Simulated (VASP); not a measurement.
# InP (I-4m2) in VASP: notebook

Runs on InP. Level: r2SCAN. Tasks: single point.

Program: VASP 6.6.1. These are calculated values, not measurements. Logs are shortened: lines on timing, memory, paths and dates and some standing lists are left out, and cuts for length are marked.

## Step 1: The cell of the first run

The structure is tetragonal, space group I-4m2 (No. 119). Conventional cell: a = 4.082 Å, b = 4.082 Å, c = 5.949 Å, α = 90.00°, β = 90.00°, γ = 90.00°. In (site symmetry -4m2) has 4 P at 2.53 Å within 3.3 Å. P (site symmetry -4m2) has 4 In at 2.53 Å within 3.3 Å.

## Step 2: Single point, r2SCAN (strain -0.015 along x and y, +0.015 along z)

POSCAR

```
InP
1.0
    0.0000000000      2.8865425000      2.9744575000
    2.8865425000      0.0000000000      2.9744575000
    2.8865425000      2.8865425000      0.0000000000
In P
1 1
Direct
    0.0000000000      0.0000000000      0.0000000000
    0.7500000000      0.7500000000      0.7500000000
```

INCAR.step1

```
PREC = Accurate
ENCUT = 520
ISMEAR = 0
SIGMA = 0.05
LREAL = F
LASPH = T
NELM = 80
NBANDS = 16
GGA = PE
ALGO = Normal
EDIFF = 1E-4
LWAVE = T
LCHARG = F
```

INCAR.step2

```
PREC = Accurate
ENCUT = 520
EDIFF = 1E-7
ISMEAR = 0
SIGMA = 0.05
LREAL = F
LASPH = T
NELM = 80
ALGO = Normal
ISIF = 2
LWAVE = F
LCHARG = F
METAGGA = R2SCAN
LMIXTAU = T
NBANDS = 16
ISTART = 1
```

KPOINTS

```
regular mesh
0
Gamma
  8 8 8
```

Potentials or basis: VASP PAW PBE potentials, release 64 (In_d, P).

Run with:

```
$ cat potpaw_PBE.64/In_d/POTCAR potpaw_PBE.64/P/POTCAR > POTCAR
$ cp INCAR.step1 INCAR
$ mpirun -np 1 vasp_std > vasp.out
$ cp INCAR.step2 INCAR
$ mpirun -np 1 vasp_std > vasp.out
```

OUTCAR:

```text
PREC = Accurate
   ENCUT = 520
   EDIFF = 1E-7
   ISMEAR = 0
   LREAL = F
   LASPH = T
   NELM = 80
   ISIF = 2
   METAGGA = R2SCAN
   ISTART = 1

 ion  position               nearest neighbor table
   1  0.000  0.000  0.000-   2 2.53   2 2.53   2 2.53   2 2.53
   2  0.750  0.750  0.750-   1 2.53   1 2.53   1 2.53   1 2.53

  LATTYP: Found a body centered tetragonal cell.
 ALAT       =     4.0821875519
 C/A-ratio  =     1.4572860567

  Lattice vectors:

 A1 = (  -2.8865425000,   0.0000000000,   2.9744575000)
 A2 = (   2.8865425000,   0.0000000000,   2.9744575000)
 A3 = (   0.0000000000,   2.8865425000,  -2.9744575000)

Analysis of symmetry for initial positions (statically):
=====================================================================
 Subroutine PRICEL returns:
 Original cell was already a primitive cell.

 Routine SETGRP: Setting up the symmetry group for a
 body centered tetragonal supercell.

 Subroutine GETGRP returns: Found  8 space group operations
 (whereof  8 operations were pure point group operations)
 out of a pool of 16 trial point group operations.

The static configuration has the point symmetry D_2d.

Analysis of symmetry for dynamics (positions and initial velocities):
=====================================================================
 Subroutine PRICEL returns:
 Original cell was already a primitive cell.

 Routine SETGRP: Setting up the symmetry group for a
 body centered tetragonal supercell.

 Subroutine GETGRP returns: Found  8 space group operations
 (whereof  8 operations were pure point group operations)
 out of a pool of 16 trial point group operations.

The dynamic configuration has the point symmetry D_2d.

 Subroutine INISYM returns: Found  8 space group operations
 (whereof  8 operations are pure point group operations),
 and found     1 'primitive' translations

----------------------------------------------------------------------------------------

                                     Primitive cell

  volume of cell :      49.5671

  direct lattice vectors                    reciprocal lattice vectors
     0.000000000  2.886542500  2.974457500    -0.173217612  0.173217612  0.168097880
     2.886542500  0.000000000  2.974457500     0.173217612 -0.173217612  0.168097880
     2.886542500  2.886542500  0.000000000     0.173217612  0.173217612 -0.168097880

  length of vectors
[... 74 lines left out ...]
   ISTART =      1    job   : 0-new  1-cont  2-samecut
   ICHARG =      0    charge: 1-file 2-atom 10-const
   ISPIN  =      1    spin polarized calculation?
   LNONCOLLINEAR =      F non collinear calculations
   LSORBIT =      F    spin-orbit coupling
   LASPH  =      T    aspherical Exc in radial PAW
   ENCUT  =  520.0 eV  38.22 Ry    6.18 a.u.   7.71  7.71  7.59*2*pi/ulx,y,z
   NELM   =     80;   NELMIN=  2; NELMDL=  0     # of ELM steps
   EDIFF  = 0.1E-06   stopping-criterion for ELM
   LREAL  =      F    real-space projection
   EDIFFG = 0.1E-05   stopping-criterion for IOM
   NSW    =      0    number of steps for IOM
   IBRION =     -1    ionic relax: 0-MD 1-quasi-New 2-CG
   NFREE  =      0    steps in history (QN), initial steepest desc. (CG)
   ISIF   =      2    stress and relaxation
   ISYM   =      2    0-nonsym 1-usesym 2-fastsym
   POTIM  = 0.5000    time-step for ionic-motion
   TEBEG  =    0.0;   TEEND  =   0.0 temperature during run
   PSTRESS=    0.0 pullay stress
   NELECT =      18.0000    total number of electrons
   NUPDOWN=      -1.0000    fix difference up-down
   EMIN   =  10.00;   EMAX   =-10.00  energy-range for DOS
   EFERMI =   0.00;   METHOD = LEGACY
   ISMEAR =     0;   SIGMA  =   0.05  broadening in eV -4-tet -1-fermi 0-gaus
   EFERMI_NEDOS =   21; number of points for ismear=-14 and -15
   IALGO  =     38    algorithm
   IMIX   =      4    mixing-type and parameters
     AMIX     =   0.40;   BMIX     =  1.00
     AMIX_MAG =   1.60;   BMIX_MAG =  1.00
  volume/ion in A,a.u.               =      24.78       167.25
  Fermi-wavevector in a.u.,A,eV,Ry     =   1.167977  2.207157 18.560676  1.364171
  Thomas-Fermi vector in A             =   2.304470
   LORBIT       =      0    0 simple, 1 ext, 2 COOP (PROOUT), +10 PAW based schemes
   METAGGA = R2SCAN    functional components
   LHFCALC =     F    Hartree Fock is set to
   AEXX    =    0.0000 exact exchange contribution
   IVDW    =     0    specifies the selected vdW correction
   LEPSILON=     F    determine dielectric tensor
   LRPA    =     F    only Hartree local field effects (RPA)
 non-spin polarized calculation
 Gauss-broadening in eV      SIGMA  =   0.05
  energy-cutoff  :      520.00
  volume of cell :       49.57
 maximum number of plane-waves:      1371
   NGX = 15   NGY = 15   NGZ = 15

 number of electron      18.0000006 magnetization

 Free energy of the ion-electron system (eV)
  ---------------------------------------------------
  ext. energy  EPLUGINS =         0.00000000
  ---------------------------------------------------
  free energy    TOTEN  =       -32.27683296 eV

  energy without entropy =      -32.27683296  energy(sigma->0) =      -32.27683296

 E-fermi :   5.5345     XC(G=0):  -9.9547

 val. band max:        5.2348278300   @ k =   0.0000   0.0000   0.0000
 cond. band min:       6.4368019483   @ k =   0.0000   0.0000   0.0000
 fundamental gap:      1.2019741184
 Fermi energy:         5.5344652103

 k-point     1 :       0.0000    0.0000    0.0000
  band No.  band energies     occupation
      1      -9.5132      2.00000
      2      -9.4994      2.00000
      3      -9.4994      2.00000
      4      -9.3184      2.00000
      5      -9.3151      2.00000
      6      -6.9250      2.00000
[... 433 lines left out ...]
      3      -9.4517      2.00000
      4      -9.3282      2.00000
      5      -9.2965      2.00000
      6      -5.5616      2.00000
[... 8 lines left out ...]
     15      15.6941      0.00000
     16      16.0006      0.00000

 [... further k-points ...]
[... 5 lines left out ...]
  --------------------------------------------------------------------------------------
  -------------------------------------------------------------------------------------
  Total        0.9912733      0.9912733      0.5589959      0.0000000      0.0000000      0.0000000
  in kB       32.0413142     32.0413142     18.0686416      0.0000000      0.0000000      0.0000000
  external PRESSURE =      27.3837567 kB  Pullay stress =       0.0000000 kB

 VOLUME and BASIS-vectors are now :
 -----------------------------------------------------------------------------
  energy-cutoff  :      520.00
  volume of cell :       49.57
      direct lattice vectors                 reciprocal lattice vectors
     0.000000000  2.886542500  2.974457500    -0.173217612  0.173217612  0.168097880
     2.886542500  0.000000000  2.974457500     0.173217612 -0.173217612  0.168097880
     2.886542500  2.886542500  0.000000000     0.173217612  0.173217612 -0.168097880

 POSITION                                       TOTAL-FORCE (eV/Angst)
 -----------------------------------------------------------------------------------
      0.00000      0.00000      0.00000        -0.000000     -0.000000      0.000000
      4.32981      4.32981      4.46169         0.000000      0.000000     -0.000000
 -----------------------------------------------------------------------------------
    total drift:                               -0.000032     -0.000032     -0.000008

  FREE ENERGIE OF THE ION-ELECTRON SYSTEM (eV)
  ---------------------------------------------------
  free  energy   TOTEN  =       -32.2768329594 eV

  energy  without entropy=      -32.2768329594  energy(sigma->0) =      -32.27683296
```

Run time: 68 s. Hardware: 1 thread of Intel Xeon 6975P-C (Granite Rapids), shared host; peak memory 0.2 GiB.

Results:

* Free energy: -32.2768 eV
* Pressure: 2.7 GPa
* Band gap on the k mesh: 1.20 eV, direct

Stress tensor (GPa, compression positive):
```
3.20 0.00 0.00
0.00 3.20 0.00
0.00 0.00 1.81
```

Levels at points of the mesh, in eV from the valence-band top:
```tsv
k point	band 6	band 7	band 8	band 9	band 10	band 11	band 12	band 13
(0.00, 0.00, 0.00)	-12.16	-0.16	0.00	0.00	1.20	4.38	4.38	4.43
(0.50, 0.00, 0.00)	-10.30	-6.02	-1.19	-0.98	1.84	5.02	5.22	7.54
(0.50, 0.50, 0.00)	-9.68	-6.13	-2.39	-2.39	2.05	2.69	9.73	10.39
(0.50, 0.00, 0.50)	-9.56	-5.93	-2.58	-2.56	1.87	2.40	10.03	10.23
```

Caveat: the cell differs from its parent crystal (strain -0.015 along x and y, +0.015 along z); the PAW data sets were made with another functional, which shifts forces and pressure a little; spin-orbit coupling is left out, which moves the levels of the heavy elements.

## Step 3: Single point, r2SCAN (strain -0.015 along x and y, +0.030 along z)

POSCAR

```
InP
1.0
    0.0000000000      2.8865425000      3.0184150000
    2.8865425000      0.0000000000      3.0184150000
    2.8865425000      2.8865425000      0.0000000000
In P
1 1
Direct
    0.0000000000      0.0000000000      0.0000000000
    0.7500000000      0.7500000000      0.7500000000
```

INCAR.step1

```
SYSTEM = InP
ALGO     = Normal         ! electronic algorithm
EDIFF    = 1E-4           ! SCF threshold, eV
ENCUT    = 520            ! plane-wave cutoff, eV
GGA      = PE             ! functional
ISMEAR   = 0              ! smearing method
LASPH    = .TRUE.         ! aspherical terms in the spheres
LCHARG   = .FALSE.        ! write CHGCAR
LREAL    = .FALSE.        ! projectors in reciprocal space
LWAVE    = .TRUE.         ! write WAVECAR
NBANDS   = 16             ! bands
NELM     = 80             ! most SCF steps
PREC     = Accurate       ! precision mode
SIGMA    = 0.05           ! smearing width, eV
```

INCAR.step2

```
SYSTEM = InP
ALGO     = Normal         ! electronic algorithm
EDIFF    = 1E-7           ! SCF threshold, eV
ENCUT    = 520            ! plane-wave cutoff, eV
ISIF     = 2              ! what is computed and relaxed
ISMEAR   = 0              ! smearing method
ISTART   = 1            
LASPH    = .TRUE.         ! aspherical terms in the spheres
LCHARG   = .FALSE.        ! write CHGCAR
LMIXTAU  = .TRUE.       
LREAL    = .FALSE.        ! projectors in reciprocal space
LWAVE    = .FALSE.        ! write WAVECAR
METAGGA  = R2SCAN         ! meta-GGA
NBANDS   = 16             ! bands
NELM     = 80             ! most SCF steps
PREC     = Accurate       ! precision mode
SIGMA    = 0.05           ! smearing width, eV
```

KPOINTS

```
k-points
0
G
  8 8 8
  0 0 0
```

Potentials or basis: VASP PAW PBE potentials, release 64 (In_d, P).

Run with:

```
$ cat potpaw_PBE.64/In_d/POTCAR potpaw_PBE.64/P/POTCAR > POTCAR
$ cp INCAR.step1 INCAR
$ mpirun -np 1 vasp_std > vasp.out
$ cp INCAR.step2 INCAR
$ mpirun -np 1 vasp_std > vasp.out
```

OUTCAR:

```text
SYSTEM = InP
   EDIFF = 1E-7
   ENCUT = 520
   ISIF = 2
   ISMEAR = 0
   ISTART = 1
   LASPH = .TRUE.
   LREAL = .FALSE.
   METAGGA = R2SCAN
   NELM = 80
   PREC = Accurate

 ion  position               nearest neighbor table
   1  0.000  0.000  0.000-   2 2.54   2 2.54   2 2.54   2 2.54
   2  0.750  0.750  0.750-   1 2.54   1 2.54   1 2.54   1 2.54

  LATTYP: Found a body centered tetragonal cell.
 ALAT       =     4.0821875519
 C/A-ratio  =     1.4788223038

  Lattice vectors:

[... 626 lines left out ...]
      3      -9.5875      2.00000
      4      -9.4731      2.00000
      5      -9.4386      2.00000
      6      -5.6467      2.00000
[... 8 lines left out ...]
     15      15.4313      0.00000
     16      15.8841      0.00000

 [... further k-points ...]
[... 5 lines left out ...]
  --------------------------------------------------------------------------------------
  -------------------------------------------------------------------------------------
  Total        0.7174574      0.7174574      0.0366669      0.0000000      0.0000000      0.0000000
  in kB       22.8529283     22.8529283      1.1679379      0.0000000      0.0000000      0.0000000
  external PRESSURE =      15.6245982 kB  Pullay stress =       0.0000000 kB

 VOLUME and BASIS-vectors are now :
 -----------------------------------------------------------------------------
  energy-cutoff  :      520.00
  volume of cell :       50.30
      direct lattice vectors                 reciprocal lattice vectors
     0.000000000  2.886542500  3.018415000    -0.173217612  0.173217612  0.165649853
     2.886542500  0.000000000  3.018415000     0.173217612 -0.173217612  0.165649853
     2.886542500  2.886542500  0.000000000     0.173217612  0.173217612 -0.165649853

 POSITION                                       TOTAL-FORCE (eV/Angst)
 -----------------------------------------------------------------------------------
      0.00000      0.00000      0.00000        -0.000000     -0.000000      0.000000
      4.32981      4.32981      4.52762         0.000000      0.000000     -0.000000
 -----------------------------------------------------------------------------------
    total drift:                               -0.000030     -0.000030     -0.000019

  FREE ENERGIE OF THE ION-ELECTRON SYSTEM (eV)
  ---------------------------------------------------
  free  energy   TOTEN  =       -32.2814915126 eV

  energy  without entropy=      -32.2814915126  energy(sigma->0) =      -32.28149151
```

OUTCAR.step1:

```text
SYSTEM = InP
   EDIFF = 1E-4
   ENCUT = 520
   GGA = PE
   ISMEAR = 0
   LASPH = .TRUE.
   LREAL = .FALSE.
[... 677 lines left out ...]
      0.00000      0.00000      0.00000         0.000000      0.000000      0.000000
      4.32981      4.32981      4.52762        -0.000000     -0.000000     -0.000000
 -----------------------------------------------------------------------------------
    total drift:                               -0.000003     -0.000003     -0.000002

  FREE ENERGIE OF THE ION-ELECTRON SYSTEM (eV)
  ---------------------------------------------------
  free  energy   TOTEN  =        -8.3712444186 eV

  energy  without entropy=       -8.3712444186  energy(sigma->0) =       -8.37124442
```

It took 66 s on 1 thread of Intel Xeon 6975P-C (Granite Rapids), shared host; peak memory 0.2 GiB.

What came out:

- Free energy: -32.2815 eV
- Pressure: 1.6 GPa
- Band gap on the k mesh: 1.08 eV, direct

Stress tensor (GPa, compression positive):
```
2.29 0.00 0.00
0.00 2.29 0.00
0.00 0.00 0.12
```

Caveat: the cell differs from its parent crystal (strain -0.015 along x and y, +0.030 along z); the PAW data sets were made with another functional, which shifts forces and pressure a little; spin-orbit coupling is left out, which moves the levels of the heavy elements.
